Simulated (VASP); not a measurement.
Input of a VASP 6.6.1 run:

Contents of INCAR:

```
SYSTEM = Cd
  ALGO = Normal
  EDIFF = 1E-6
  ENCUT = 520
  GGA = PS
  ISIF = 2
  ISMEAR = 1
  LASPH = .True.
  LCHARG = .False.
  LREAL = .False.
  LWAVE = .False.
  NBANDS = 12
  NELM = 100
  PREC = Accurate
  SIGMA = 0.2
```

File KPOINTS:

```
k-points
0
Gamma
  11 11 11
  0 0 0
```

File POSCAR:

```
Cd
1.0
    1.5752028708      0.9094438250      2.3992875215
   -1.5752028708      0.9094438250      2.3992875215
    0.0000000000     -1.8188876500      2.3992875215
Cd
1
Direct
    0.0000000000      0.0000000000      0.0000000000
```

Potentials or basis: VASP PAW PBE potentials, release 64 (Cd).

Command:

```console
$ cat potpaw_PBE.64/Cd/POTCAR > POTCAR
$ mpirun -np 1 vasp_std > vasp.out
```

**Question.** What does it give for the pressure?

**Answer.** 1.6 GPa.

**Question.** What does it give for the band gap on the k mesh?

**Answer.** Zero (band 6 reaches 4.45 eV, above the bottom of band 7 at 1.76 eV).

Stress tensor (GPa, compression positive):
```
1.44 0.00 0.00
0.00 1.44 0.00
0.00 0.00 2.05
```

Caveat: the PAW data sets were made with another functional, which shifts forces and pressure a little.
